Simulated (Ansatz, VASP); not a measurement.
**One calculation of Ca2TaO3, two programs**

```xyz
12
Lattice="3.4245 0.0000 0.0000 -1.7122 2.9657 0.0000 0.0000 0.0000 15.9237" Properties=species:S:1:pos:R:3 pbc="T T T"
Ca    0.0000    0.0000    3.9809
Ca    0.0000    0.0000    9.2888
Ca    0.0000    0.0000    6.6349
Ca    0.0000    0.0000   11.9428
Ta    0.0000    0.0000   14.5968
Ta    0.0000    0.0000    1.3270
O     0.0000    1.9771    0.0000
O     0.0000    1.9771    5.3079
O     0.0000    1.9771   10.6158
O     1.7122    0.9886    2.6540
O     1.7122    0.9886    7.9619
O     1.7122    0.9886   13.2698
```

Alike in both runs: task single point; functional PBE; k mesh 6 × 6 × 1; occupations gaussian, width 0.1 eV; no spin polarisation.

|  | VASP | Ansatz |
| --- | --- | --- |
| version | VASP 6.6.1 | Ansatz 0.2.0 |
| potentials or method | VASP PAW PBE potentials, release 64 (Ca_sv, Ta_pv, O), cutoff 520 eV | scalar-relativistic, plane waves, PAW |
| valence electrons in the cell | 98 | 102 |

VASP gave:

```
gap on the k mesh at the Fermi level (eV)                     : none
pressure (GPa)                                                : -1.7
traceless stress, the component that is largest in VASP (GPa) : 20.53
rms of the force components (eV/Å)                            : 0.554
```

Problem. What did Ansatz give for the same quantities?

Solution. gap on the k mesh at the Fermi level (eV): none; pressure (GPa): -2.3; traceless stress, the component that is largest in VASP (GPa): 20.38; rms of the force components (eV/Å): 0.548.

Atom by atom the forces differ by 0.007 eV/Å (rms over components). A gap of «none» marks a metal or a gap that the smearing closes. With one functional, cell and mesh, what is left measures potentials, basis and numerics. VASP's potentials hold 98 valence electrons a cell and Ansatz's 102, so a difference there can come from the potentials and not from the codes.

The k mesh is coarse, so the values compare programs but aren't converged. Neither program's run includes spin-orbit coupling.
